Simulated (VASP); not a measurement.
Input of a VASP 6.6.1 run:

INCAR

```
ALGO     = Normal         # electronic algorithm
EDIFF    = 1E-6           # SCF threshold, eV
ENCUT    = 520            # plane-wave cutoff, eV
GGA      = PE             # functional
ISIF     = 2              # what is computed and relaxed
ISMEAR   = -1             # smearing method
LASPH    = T              # aspherical terms in the spheres
LCHARG   = F              # write CHGCAR
LREAL    = F              # projectors in reciprocal space
LWAVE    = F              # write WAVECAR
NBANDS   = 12             # bands
NELM     = 100            # most SCF steps
PREC     = Accurate       # precision mode
SIGMA    = 0.1            # smearing width, eV
```

File KPOINTS:

```
k-points
0
Gamma
  18 18 18
```

The input POSCAR:

```
Zn
1.0
    2.1662483797      0.0000000000      0.0000000000
    0.0000000000      2.1662483797      0.0000000000
    0.0000000000      0.0000000000      2.1662483797
Zn
1
Direct
    0.0000000000      0.0000000000      0.0000000000
```

Potentials or basis: VASP PAW PBE potentials, release 64 (Zn).

The run is started by

```sh
$ cat potpaw_PBE.64/Zn/POTCAR > POTCAR
$ mpirun -np 1 vasp_std > vasp.out
```

**Question.** What does it give for the pressure?

**Answer.** 122.1 GPa.

**Question.** Estimate the band gap on the k mesh.

**Answer.** Zero (band 6 reaches 14.98 eV, above the bottom of band 7 at 4.36 eV).
